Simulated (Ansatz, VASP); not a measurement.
## MgHgSe2: VASP beside Ansatz

Contents of POSCAR:

```
MgHgSe2
1.0
    4.3565753431      0.0000000000      0.0000000000
    0.0000000000      4.3565753431      0.0000000000
    0.0000000000      0.0000000000      6.0447135341
Mg Se Hg
1 2 1
Direct
    0.0000000000      0.0000000000      0.0000000000
    0.0000000000      0.5000000000      0.2354752525
    0.5000000000      0.0000000000      0.7645247475
    0.5000000000      0.5000000000      0.5000000000
```

File INCAR.step1:

```
SYSTEM = MgHgSe2
ALGO = Normal
EDIFF = 1E-4
ENCUT = 520
GGA = PE
ISMEAR = 0
LASPH = .TRUE.
LCHARG = .FALSE.
LREAL = .FALSE.
LWAVE = .TRUE.
NBANDS = 21
NELM = 100
PREC = Accurate
SIGMA = 0.01
```

The input INCAR.step2:

```
SYSTEM = MgHgSe2
ALGO = Normal
EDIFF = 1E-6
ENCUT = 520
ISIF = 2
ISMEAR = 0
ISTART = 1
LASPH = .TRUE.
LCHARG = .FALSE.
LMIXTAU = .TRUE.
LREAL = .FALSE.
LWAVE = .FALSE.
METAGGA = R2SCAN
NBANDS = 21
NELM = 100
PREC = Accurate
SIGMA = 0.01
```

Contents of KPOINTS:

```
k-points
0
G
  6 6 4
  0 0 0
```

Input for Ansatz:

```yaml
crystal:
  lattice:
    - [4.3565753431, 0.0, 0.0]
    - [0.0, 4.3565753431, 0.0]
    - [0.0, 0.0, 6.0447135341]
  atoms:
    - { symbol: Mg, position: [0.0, 0.0, 0.0] }
    - { symbol: Se, position: [0.0, 0.5, 0.2354752525] }
    - { symbol: Hg, position: [0.5, 0.5, 0.5] }
    - { symbol: Se, position: [0.5, 0.0, 0.7645247475] }
kpoints:
  mp_grid: { grid: [6, 6, 4] }
hamiltonian:
  xc: r2scan
scf:
  occupations: { method: fixed }
  n_extra_bands: 5
output:
  forces: true
  stress: true
  eigenvalues: true
```

Alike in both runs: task single point; functional r2SCAN; k mesh 6 × 6 × 4; no spin polarisation.

```csv
,VASP,Ansatz
version,VASP 6.6.1,Ansatz 0.2.0
potentials or method,"VASP PAW PBE potentials, release 64 (Mg, Se, Hg)","plane waves, PAW"
plane-wave cutoff (eV),520,500
occupations,"gaussian, width 0.01 eV",fixed
valence electrons in the cell,26,62
```

|  | VASP | Ansatz | Ansatz less VASP |
| --- | --- | --- | --- |
| gap on the k mesh at the Fermi level (eV) | 0.95 | 0.96 | +0.010 |
| pressure (GPa) | -1.4 | -1.4 | 0.00 |
| rms of the force components (eV/Å) | 0.009 | 0.010 | +0.0005 |

VASP's potentials were made for PBE, not for r2SCAN. VASP's potentials hold 26 valence electrons a cell and Ansatz's 62, so a difference there can come from the potentials and not from the codes.

Neither program's run includes spin-orbit coupling.
